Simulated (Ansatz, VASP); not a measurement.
**BeSe2: VASP beside Ansatz**

```
Be Se
1.0
     3.69672    0.00000    0.00000
     0.00000    3.69672    0.00000
     0.00000    0.00000   10.46094
Be Se
2 4
Direct
  0.50000 0.50000 0.00000
  0.00000 0.00000 0.00000
  0.50000 0.00000 0.87328
  0.00000 0.50000 0.12672
  0.50000 0.50000 0.50000
  0.00000 0.00000 0.50000
```

Alike in both runs: functional PBE; k mesh 4 × 4 × 2; occupations gaussian, width 0.2 eV; no spin polarisation.

Ansatz relaxed the structure, and its values are those at the end. VASP's run is a single point on that final structure, the one shown.

|  | VASP | Ansatz |
| --- | --- | --- |
| version | VASP 6.6.1 | Ansatz 0.2.0 |
| potentials or method | VASP PAW PBE potentials, release 64 (Be, Se), cutoff 520 eV | scalar-relativistic, plane waves, PAW |
| valence electrons in the cell | 28 | 68 |

```csv
,VASP,Ansatz,Ansatz less VASP
gap on the k mesh at the Fermi level (eV),none,none,-
pressure (GPa),0.3,0.2,-0.09
rms of the force components (eV/Å),0.008,0.003,-0.0048
```

A gap of «none» marks a metal or a gap that the smearing closes. With one functional, cell and mesh, what is left measures potentials, basis and numerics. VASP's potentials hold 28 valence electrons a cell and Ansatz's 68, so a difference there can come from the potentials and not from the codes.

The k mesh is coarse, so the values compare programs but aren't converged.
